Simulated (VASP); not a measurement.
Wanted: the native input for a VASP 6.6.1 run.

```
Task                   : single point
Functional             : LDA
Potentials or basis    : VASP PAW LDA potentials, release 64 (As)
Cutoff                 : 520 eV
k mesh                 : 8 × 8 × 6
Occupations            : fermi-dirac, width 0.05 eV
Spin                   : no spin polarisation
Dipole correction      : no
Further INCAR settings : ALGO = Normal; EDIFF = 1e-07; NBANDS = 18
```

The structure of As lies in POSCAR:

```
As
1.0
    1.8003348143     -5.4256665635      0.0000000000
    1.8003348143      5.4256665635      0.0000000000
    0.0000000000      0.0000000000      4.4095871889
As
4
Direct
    0.3900000000      0.6100000000      0.5600000000
    0.8900000000      0.1100000000      0.9400000000
    0.6100000000      0.3900000000      0.4400000000
    0.1100000000      0.8900000000      0.0600000000
```

These files were run (other wordings do the same):

INCAR

```
SYSTEM = As
PREC     = Accurate       ! precision mode
ENCUT    = 520            ! plane-wave cutoff, eV
EDIFF    = 1E-7           ! SCF threshold, eV
ISMEAR   = -1             ! smearing method
SIGMA    = 0.05           ! smearing width, eV
LREAL    = .False.        ! projectors in reciprocal space
LASPH    = .True.         ! aspherical terms in the spheres
NELM     = 80             ! most SCF steps
ALGO     = Normal         ! electronic algorithm
ISIF     = 2              ! what is computed and relaxed
LWAVE    = .False.        ! write WAVECAR
LCHARG   = .False.        ! write CHGCAR
GGA      = CA             ! functional
NBANDS   = 18             ! bands
```

KPOINTS

```
Automatic mesh
0
Gamma
  8 8 6
  0 0 0
```

Potentials or basis: VASP PAW LDA potentials, release 64 (As).

Run with:

```bash
$ cat potpaw_LDA.64/As/POTCAR > POTCAR
$ mpirun -np 1 vasp_std > vasp.out
```

Results of the run:

The pressure is 1.6 GPa, the largest force is 0.309 eV/Å and the band gap on the k mesh is zero (bands 10 and 11 overlap by 0.06 eV).

It took 2.7 min on 1 thread of Intel Xeon 8259CL (shared host), peak memory 0.28 GiB.
